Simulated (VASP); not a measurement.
Write the native input for VASP 6.6.1 that does the following.

```
Task                   : single point
Functional             : r2SCAN
Potentials or basis    : VASP PAW PBE potentials, release 64 (Al)
Cutoff                 : 520 eV
k mesh                 : 10 × 10 × 10
Occupations            : gaussian, width 0.15 eV
Spin                   : no spin polarisation
Dipole correction      : no
Further INCAR settings : ALGO = Normal; EDIFF = 1e-06; NBANDS = 10
```

Al:

```xyz
2
Lattice="0.0000 -3.1887 0.0000 -3.1887 0.0000 0.0000 0.0000 0.0000 -3.1887" Properties=species:S:1:pos:R:3 pbc="T T T"
Al   -1.5944   -1.5944   -1.5944
Al    0.0000    0.0000    0.0000
```

The input as run:

POSCAR

```
Al
1.0
    0.0000000000     -3.1887371512      0.0000000000
   -3.1887371512      0.0000000000      0.0000000000
    0.0000000000      0.0000000000     -3.1887371512
Al
2
Direct
    0.5000000000      0.5000000000      0.5000000000
    0.0000000000      0.0000000000      0.0000000000
```

INCAR.step1

```
SYSTEM = Al
  ALGO = Normal
  EDIFF = 1E-4
  ENCUT = 520
  GGA = PE
  ISMEAR = 0
  LASPH = .True.
  LCHARG = .False.
  LREAL = .False.
  LWAVE = .True.
  NBANDS = 10
  NELM = 100
  PREC = Accurate
  SIGMA = 0.15
```

INCAR.step2

```
SYSTEM = Al
  ALGO = Normal
  EDIFF = 1E-6
  ENCUT = 520
  ISIF = 2
  ISMEAR = 0
  ISTART = 1
  LASPH = .True.
  LCHARG = .False.
  LMIXTAU = .True.
  LREAL = .False.
  LWAVE = .False.
  METAGGA = R2SCAN
  NBANDS = 10
  NELM = 100
  PREC = Accurate
  SIGMA = 0.15
```

KPOINTS

```
k-points
0
Gamma
  10 10 10
  0 0 0
```

Potentials or basis: VASP PAW PBE potentials, release 64 (Al).

Command:

```console
$ cat potpaw_PBE.64/Al/POTCAR > POTCAR
$ cp INCAR.step1 INCAR
$ mpirun -np 1 vasp_std > vasp.out
$ cp INCAR.step2 INCAR
$ mpirun -np 1 vasp_std > vasp.out
```

Results of the run:

```
Pressure               : -0.2 GPa
Band gap on the k mesh : zero (band 3 reaches 13.64 eV, above the bottom of band 4 at 4.19 eV)
```

Caveat: the PAW data sets were made with another functional, which shifts forces and pressure a little.

It took 39 s on 1 thread of AMD EPYC 7R43 64-Core Processor (Zen 3), on a shared host, peak memory 0.11 GiB.
